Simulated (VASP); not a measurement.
# Mg2Cd3S5 (Immm) in VASP: single point with PBE

Aim: the single point of Mg2Cd3S5 with PBE.

Program: VASP 6.6.1. These are calculated values, not measurements. Logs are shortened: lines on timing, memory, paths and dates and some standing lists are left out, and cuts for length are marked.

**1. The cell of the first run**

The structure is orthorhombic, space group Immm (No. 71). The conventional cell has a = 3.987 Å, b = 5.638 Å, c = 19.934 Å, α = 90.00°, β = 90.00°, γ = 90.00°. Within 3.7 Å of Mg (site symmetry mm2) lie 6 S at 2.82 Å. Cd (site symmetry mm2) has 6 S at 2.82 Å within 3.7 Å. Cd (site symmetry mmm) has 6 S at 2.82 Å within 3.7 Å. Within 3.7 Å of S (site symmetry mm2) lie 4 Cd at 2.82 Å and 2 Mg at 2.82 Å. S (site symmetry mm2) has 4 Cd at 2.82 Å and 2 Mg at 2.82 Å within 3.7 Å. Within 3.7 Å of S (site symmetry mmm) lie 4 Mg at 2.82 Å and 2 Cd at 2.82 Å.

**2. Single point, PBE**

INCAR

```
PREC = Accurate ; ENCUT = 520
EDIFF = 1E-6 ; ISMEAR = 0
SIGMA = 0.1 ; LREAL = False
LASPH = True ; NELM = 80
ALGO = Normal ; ISIF = 2
LWAVE = False ; LCHARG = True
GGA = PE ; LELF = True
LVHAR = True ; NBANDS = 46
```

KPOINTS

```
Automatic mesh
0
Gamma
  6 6 6
```

POSCAR

```
Mg2Cd3S5
1.0
   -1.9933775200      2.8190615300      9.9668876200
    1.9933775200     -2.8190615300      9.9668876200
    1.9933775200      2.8190615300     -9.9668876200
Mg Cd S
2 3 5
Direct
    0.1000000000      0.1000000000      0.0000000000
    0.9000000000      0.9000000000      0.0000000000
    0.7000000000      0.7000000000      0.0000000000
    0.5000000000      0.5000000000      0.0000000000
    0.3000000000      0.3000000000      0.0000000000
    0.2000000000      0.7000000000      0.5000000000
    0.6000000000      0.1000000000      0.5000000000
    0.0000000000      0.5000000000      0.5000000000
    0.4000000000      0.9000000000      0.5000000000
    0.8000000000      0.3000000000      0.5000000000
```

Potentials or basis: VASP PAW PBE potentials, release 64 (Mg, Cd, S).

Run with:

```console
cat potpaw_PBE.64/Mg/POTCAR potpaw_PBE.64/Cd/POTCAR potpaw_PBE.64/S/POTCAR > POTCAR
mpirun -np 1 vasp_std > vasp.out
```

OUTCAR:

```text
PREC = Accurate
   ENCUT = 520
   EDIFF = 1E-6
   ISMEAR = 0
   LREAL = False
   LASPH = True
   NELM = 80
   ISIF = 2
   GGA = PE

 ion  position               nearest neighbor table
   1  0.100  0.100  0.000-   8 2.82   6 2.82   6 2.82   8 2.82   7 2.82   7 2.82
   2  0.900  0.900  0.000-  10 2.82   8 2.82   8 2.82  10 2.82   9 2.82   9 2.82
   3  0.700  0.700  0.000-  10 2.82  10 2.82   7 2.82   7 2.82   6 2.82   6 2.82
   4  0.500  0.500  0.000-   9 2.82   7 2.82   7 2.82   9 2.82   8 2.82   8 2.82
   5  0.300  0.300  0.000-   6 2.82   6 2.82   9 2.82   9 2.82  10 2.82  10 2.82
   6  0.200  0.700  0.500-   5 2.82   5 2.82   1 2.82   1 2.82   3 2.82   3 2.82
   7  0.600  0.100  0.500-   4 2.82   3 2.82   3 2.82   4 2.82   1 2.82   1 2.82
   8  0.000  0.500  0.500-   2 2.82   1 2.82   1 2.82   2 2.82   4 2.82   4 2.82
   9  0.400  0.900  0.500-   5 2.82   4 2.82   4 2.82   5 2.82   2 2.82   2 2.82
  10  0.800  0.300  0.500-   3 2.82   3 2.82   2 2.82   2 2.82   5 2.82   5 2.82

  LATTYP: Found a body centered orthorhombic cell.
 ALAT       =     3.9867550400
 B/A-ratio  =     1.4142135655
 C/A-ratio  =     5.0000000100

  Lattice vectors:

 A1 = (  -1.9933775200,   2.8190615300,   9.9668876200)
 A2 = (   1.9933775200,  -2.8190615300,   9.9668876200)
 A3 = (   1.9933775200,   2.8190615300,  -9.9668876200)

Analysis of symmetry for initial positions (statically):
=====================================================================
 Subroutine PRICEL returns:
 Original cell was already a primitive cell.

 Routine SETGRP: Setting up the symmetry group for a
 body centered orthorhombic supercell.

 Subroutine GETGRP returns: Found  8 space group operations
 (whereof  8 operations were pure point group operations)
 out of a pool of  8 trial point group operations.

The static configuration has the point symmetry D_2h.

Analysis of symmetry for dynamics (positions and initial velocities):
=====================================================================
 Subroutine PRICEL returns:
 Original cell was already a primitive cell.

 Routine SETGRP: Setting up the symmetry group for a
 body centered orthorhombic supercell.

 Subroutine GETGRP returns: Found  8 space group operations
 (whereof  8 operations were pure point group operations)
 out of a pool of  8 trial point group operations.

The dynamic configuration has the point symmetry D_2h.

 Subroutine INISYM returns: Found  8 space group operations
 (whereof  8 operations are pure point group operations),
 and found     1 'primitive' translations

----------------------------------------------------------------------------------------

                                     Primitive cell

  volume of cell :     224.0339

  direct lattice vectors                    reciprocal lattice vectors
    -1.993377520  2.819061530  9.966887620     0.000000000  0.177363990  0.050166112
     1.993377520 -2.819061530  9.966887620     0.250830560  0.000000000  0.050166112
     1.993377520  2.819061530 -9.966887620     0.250830560  0.177363990  0.000000000

  length of vectors
    10.547962395 10.547962395 10.547962395     0.184322065  0.255797984  0.307203442

  position of ions in fractional coordinates (direct lattice)
     0.100000000  0.100000000  0.000000000
     0.900000000  0.900000000  0.000000000
     0.700000000  0.700000000  0.000000000
     0.500000000  0.500000000  0.000000000
     0.300000000  0.300000000  0.000000000
     0.200000000  0.700000000  0.500000000
     0.600000000  0.100000000  0.500000000
     0.000000000  0.500000000  0.500000000
     0.400000000  0.900000000  0.500000000
     0.800000000  0.300000000  0.500000000

  ion indices of the primitive-cell ions
   primitive index   ion index
                 1           1
                 2           2
                 3           3
                 4           4
                 5           5
                 6           6
                 7           7
                 8           8
                 9           9
                10          10

----------------------------------------------------------------------------------------

 KPOINTS: Automatic mesh

Automatic generation of k-mesh.
 Grid dimensions read from file:
 generate k-points for:    6    6    6

 Generating k-lattice:

  Cartesian coordinates                     Fractional coordinates (reciprocal lattice)
     0.000000000  0.029560665  0.008361019     0.166666667  0.000000000  0.000000000
     0.041805093  0.000000000  0.008361019    -0.000000000  0.166666667  0.000000000
     0.041805093  0.029560665  0.000000000    -0.000000000  0.000000000  0.166666667

  Length of vectors
     0.030720344  0.042632997  0.051200574

  Shift w.r.t. Gamma in fractional coordinates (k-lattice)
     0.000000000  0.000000000  0.000000000

 Subroutine IBZKPT returns following result:
 ===========================================

 Found     46 irreducible k-points:

 Following reciprocal coordinates:
            Coordinates               Weight
  0.000000  0.000000  0.000000      1.000000
  0.166667  0.000000 -0.000000      4.000000
  0.333333  0.000000  0.000000      4.000000
  0.500000  0.000000  0.000000      2.000000
 -0.000000  0.166667  0.000000      4.000000
  0.166667  0.166667  0.000000      8.000000
[... 16 lines left out ...]
 -0.166667  0.166667  0.166667      2.000000
  0.166667  0.333333  0.166667      4.000000
 [... further k-points ...]
   k-points           NKPTS =     46   k-points in BZ     NKDIM =     46   number of bands    NBANDS=     46
   number of dos      NEDOS =    301   number of ions     NIONS =     10
   total plane-waves  NPLWV = 512000
   dimension x,y,z NGX =    80 NGY =   80 NGZ =   80
   dimension x,y,z NGXF=   160 NGYF=  160 NGZF=  160
   ions per type =               2   3   5
   NGX,Y,Z   is equivalent  to a cutoff of  12.61, 12.61, 12.61 a.u.
   NGXF,Y,Z  is equivalent  to a cutoff of  25.22, 25.22, 25.22 a.u.
 SYSTEM =  unknown system
   PREC   = accura    normal or accurate (medium, high low for compatibility)
   ISTART =      0    job   : 0-new  1-cont  2-samecut
   ICHARG =      2    charge: 1-file 2-atom 10-const
   ISPIN  =      1    spin polarized calculation?
   LNONCOLLINEAR =      F non collinear calculations
   LSORBIT =      F    spin-orbit coupling
   LASPH  =      T    aspherical Exc in radial PAW
   ENCUT  =  520.0 eV  38.22 Ry    6.18 a.u.  19.61 19.61 19.61*2*pi/ulx,y,z
   NELM   =     80;   NELMIN=  2; NELMDL= -5     # of ELM steps
   EDIFF  = 0.1E-05   stopping-criterion for ELM
   LREAL  =      F    real-space projection
   EDIFFG = 0.1E-04   stopping-criterion for IOM
   NSW    =      0    number of steps for IOM
   IBRION =     -1    ionic relax: 0-MD 1-quasi-New 2-CG
   NFREE  =      0    steps in history (QN), initial steepest desc. (CG)
   ISIF   =      2    stress and relaxation
   ISYM   =      2    0-nonsym 1-usesym 2-fastsym
   POTIM  = 0.5000    time-step for ionic-motion
   TEBEG  =    0.0;   TEEND  =   0.0 temperature during run
   PSTRESS=    0.0 pullay stress
   NELECT =      70.0000    total number of electrons
   NUPDOWN=      -1.0000    fix difference up-down
   EMIN   =  10.00;   EMAX   =-10.00  energy-range for DOS
   EFERMI =   0.00;   METHOD = LEGACY
   ISMEAR =     0;   SIGMA  =   0.10  broadening in eV -4-tet -1-fermi 0-gaus
   EFERMI_NEDOS =   21; number of points for ismear=-14 and -15
   IALGO  =     38    algorithm
   IMIX   =      4    mixing-type and parameters
     AMIX     =   0.40;   BMIX     =  1.00
     AMIX_MAG =   1.60;   BMIX_MAG =  1.00
  volume/ion in A,a.u.               =      22.40       151.19
  Fermi-wavevector in a.u.,A,eV,Ry     =   1.110886  2.099271 16.790520  1.234068
  Thomas-Fermi vector in A             =   2.247443
   LORBIT       =      0    0 simple, 1 ext, 2 COOP (PROOUT), +10 PAW based schemes
   GGA     = PE    functional components
   LHFCALC =     F    Hartree Fock is set to
   AEXX    =    0.0000 exact exchange contribution
   IVDW    =     0    specifies the selected vdW correction
   LEPSILON=     F    determine dielectric tensor
   LRPA    =     F    only Hartree local field effects (RPA)
 non-spin polarized calculation
 Gauss-broadening in eV      SIGMA  =   0.10
  energy-cutoff  :      520.00
  volume of cell :      224.03
 maximum number of plane-waves:      6087
 NGX is ok and might be reduce to    80
   NGX = 39   NGY = 39   NGZ = 39

 number of electron      70.0000010 magnetization

 Free energy of the ion-electron system (eV)
  ---------------------------------------------------
  ext. energy  EPLUGINS =         0.00000000
  ---------------------------------------------------
  free energy    TOTEN  =       -33.72765762 eV

  energy without entropy =      -33.72765758  energy(sigma->0) =      -33.72765760

 E-fermi :   2.4489     XC(G=0):  -9.4690

 val. band max:        2.1371142700   @ k =   0.0000   0.0000   0.0000
 cond. band min:       2.7658699694   @ k =  -0.0000   0.5000   0.0000
 fundamental gap:      0.6287556994
 Fermi energy:         2.4489087451

 k-point     1 :       0.0000    0.0000    0.0000
  band No.  band energies     occupation
      1      -9.9624      2.00000
      2      -9.3972      2.00000
      3      -9.3579      2.00000
      4      -9.1225      2.00000
      5      -9.0299      2.00000
      6      -5.4828      2.00000
[... 38 lines left out ...]
     45       8.8474      0.00000
     46       8.8490      0.00000

 k-point     2 :       0.1667    0.0000   -0.0000
  band No.  band energies     occupation
      1      -9.8944      2.00000
      2      -9.4032      2.00000
      3      -9.2759      2.00000
      4      -9.1494      2.00000
      5      -9.0600      2.00000
      6      -5.4828      2.00000
[... 38 lines left out ...]
     45       8.6274      0.00000
     46       8.8378      0.00000

 k-point     3 :       0.3333    0.0000    0.0000
  band No.  band energies     occupation
      1      -9.7131      2.00000
      2      -9.3517      2.00000
      3      -9.2558      2.00000
      4      -9.1494      2.00000
      5      -9.1342      2.00000
      6      -5.4967      2.00000
[... 1018 lines left out ...]
     45       8.4465      0.00000
     46       8.9346      0.00000

 k-point    24 :       0.1667    0.3333    0.1667
  band No.  band energies     occupation
      1      -9.1595      2.00000
      2      -9.1317      2.00000
      3      -9.1302      2.00000
      4      -9.0947      2.00000
      5      -8.9384      2.00000
      6      -5.4843      2.00000
[... 38 lines left out ...]
     45       8.5497      0.00000
     46       8.6456      0.00000

 [... further k-points ...]
[... 5 lines left out ...]
  --------------------------------------------------------------------------------------
  -------------------------------------------------------------------------------------
  Total       -9.4652046     -9.6045109     -9.5773376      0.0000000      0.0000000      0.0000000
  in kB      -67.6903756    -68.6866238    -68.4922942      0.0000000      0.0000000      0.0000000
  external PRESSURE =     -68.2897645 kB  Pullay stress =       0.0000000 kB

 VOLUME and BASIS-vectors are now :
 -----------------------------------------------------------------------------
  energy-cutoff  :      520.00
  volume of cell :      224.03
      direct lattice vectors                 reciprocal lattice vectors
    -1.993377520  2.819061530  9.966887620     0.000000000  0.177363990  0.050166112
     1.993377520 -2.819061530  9.966887620     0.250830560  0.000000000  0.050166112
     1.993377520  2.819061530 -9.966887620     0.250830560  0.177363990  0.000000000

 POSITION                                       TOTAL-FORCE (eV/Angst)
 -----------------------------------------------------------------------------------
      0.00000      0.00000      1.99338         0.000000      0.000000     -0.022467
      0.00000      0.00000     17.94040         0.000000      0.000000      0.022467
      0.00000      0.00000     13.95364        -0.000000      0.000000     -0.010357
      0.00000      0.00000      9.96689         0.000000      0.000000      0.000000
      0.00000      0.00000      5.98013         0.000000     -0.000000      0.010357
      1.99338      0.00000      3.98676        -0.000000     -0.000000     -0.378905
     -0.00000      2.81906      1.99338         0.000000      0.000000      0.004781
      1.99338      0.00000      0.00000         0.000000      0.000000      0.000000
      1.99338      0.00000      7.97351         0.000000      0.000000     -0.004781
      0.00000      2.81906      5.98013         0.000000     -0.000000      0.378905
 -----------------------------------------------------------------------------------
    total drift:                                0.000000      0.000000     -0.000000

  FREE ENERGIE OF THE ION-ELECTRON SYSTEM (eV)
  ---------------------------------------------------
  free  energy   TOTEN  =       -33.7276576224 eV

  energy  without entropy=      -33.7276575752  energy(sigma->0) =      -33.72765760
```

It took 38 min on 1 thread of Intel Xeon Platinum 8259CL at 2.50GHz (Skylake/Cascade Lake), shared host; peak memory 1.2 GiB.

What came out:

```yaml
Free_energy: -33.7277 eV
Pressure: -6.8 GPa
Largest_force: 0.379 eV/Å
Band_gap_on_the_k_mesh: 0.63 eV, indirect (least direct gap 0.81 eV)
```

Forces in eV/Å, atoms in the order of the input:
```
Mg   0.000  0.000 -0.022
Mg   0.000  0.000  0.022
Cd   0.000  0.000 -0.010
Cd   0.000  0.000  0.000
Cd   0.000  0.000  0.010
S    0.000  0.000 -0.379
S    0.000  0.000  0.005
S    0.000  0.000  0.000
S    0.000  0.000 -0.005
S    0.000  0.000  0.379
```

Stress tensor (GPa, compression positive):
```
-6.77  0.00  0.00
 0.00 -6.87  0.00
 0.00  0.00 -6.85
```

Levels at points of the mesh, in eV from the valence-band top:
```
           k point  band 33  band 34  band 35  band 36  band 37  band 38
(0.00, 0.00, 0.00)    -0.50    -0.43     0.00     0.81     1.85     2.32
(0.50, 0.00, 0.00)    -0.45    -0.20    -0.10     3.06     3.37     3.64
(0.00, 0.50, 0.00)    -1.68    -0.84    -0.46     0.63     1.78     2.34
(0.50, 0.50, 0.00)    -0.63    -0.26    -0.14     3.23     3.51     3.65
(0.50, 0.50, 0.50)    -0.52    -0.35    -0.26     0.78     2.38     2.67
```

A k mesh can miss the band edges.
